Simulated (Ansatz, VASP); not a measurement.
**Two plane-wave programs on Pb**

Contents of INCAR:

```
SYSTEM = Pb
PREC = Accurate ; ENCUT = 520
EDIFF = 1E-6 ; ISMEAR = 0
SIGMA = 0.15 ; LREAL = .FALSE.
LASPH = .TRUE. ; NELM = 80
ALGO = Fast ; ISIF = 2
LWAVE = .FALSE. ; LCHARG = .FALSE.
GGA = PE ; NBANDS = 13
```

Contents of KPOINTS:

```
regular mesh
0
G
  16 16 16
  0 0 0
```

Contents of POSCAR:

```
Pb
1.0
    0.0000000000      2.3463100000      2.3463100000
    2.3463100000      0.0000000000      2.3463100000
    2.3463100000      2.3463100000      0.0000000000
Pb
1
Direct
    0.0000000000      0.0000000000      0.0000000000
```

Input for Ansatz:

```yaml
crystal:
  lattice:
    - [0.0, 2.34631, 2.34631]
    - [2.34631, 0.0, 2.34631]
    - [2.34631, 2.34631, 0.0]
  atoms:
    - { symbol: Pb, position: [0.0, 0.0, 0.0] }
basis:
  ecutwfc: 420
kpoints:
  mp_grid: { grid: [16, 16, 16] }
hamiltonian:
  xc: pbe
scf:
  occupations: { method: gaussian, width: 0.15 }
output:
  forces: true
  stress: true
  eigenvalues: true
```

Change from the starting cell: strain -0.050 along x and y, -0.050 along z, atoms carried along.

Alike in both runs: task single point; functional PBE; k mesh 16 × 16 × 16; occupations gaussian, width 0.15 eV; no spin polarisation.

|  | VASP | Ansatz |
| --- | --- | --- |
| version | VASP 6.6.1 | Ansatz 0.2.0 |
| potentials or method | VASP PAW PBE potentials, release 64 (Pb_d), cutoff 520 eV | scalar-relativistic, plane waves, PAW |
| valence electrons in the cell | 14 | 14 |

```csv
,VASP,Ansatz,Ansatz less VASP
gap on the k mesh at the Fermi level (eV),none,none,-
pressure (GPa),14.3,14.3,+0.03
```

A gap of «none» marks a metal or a gap that the smearing closes.

Spin-orbit coupling is off throughout.
